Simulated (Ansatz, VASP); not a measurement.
# One calculation of PbSe, two programs

```xyz
2
Lattice="0.0000 3.0263 3.0263 3.0263 0.0000 3.0263 3.0263 3.0263 0.0000" Properties=species:S:1:pos:R:3 pbc="T T T"
Pb    0.0000    0.0000    0.0000
Se    3.0263    3.0263    3.0263
```

Alike in both runs: functional r2SCAN; k mesh 8 × 8 × 8; occupations fermi-dirac, width 0.02 eV; no spin polarisation.

Ansatz relaxed the structure, and its values are those at the end. VASP's run is a single point on that final structure, the one shown.

|  | VASP | Ansatz |
| --- | --- | --- |
| version | VASP 6.6.1 | Ansatz 0.2.0 |
| potentials or method | VASP PAW PBE potentials, release 64 (Pb_d, Se), cutoff 520 eV | PAW plane waves |
| valence electrons in the cell | 20 | 30 |

```csv
,VASP,Ansatz,Ansatz less VASP
pressure (GPa),3.6,3.6,-0.03
```

VASP's potentials were made for PBE, not for r2SCAN. With one functional, cell and mesh, what is left measures potentials, basis and numerics. VASP's potentials hold 20 valence electrons a cell and Ansatz's 30, so a difference there can come from the potentials and not from the codes. Ansatz's warnings: stress scf threshold loose.

Neither program's run includes spin-orbit coupling.
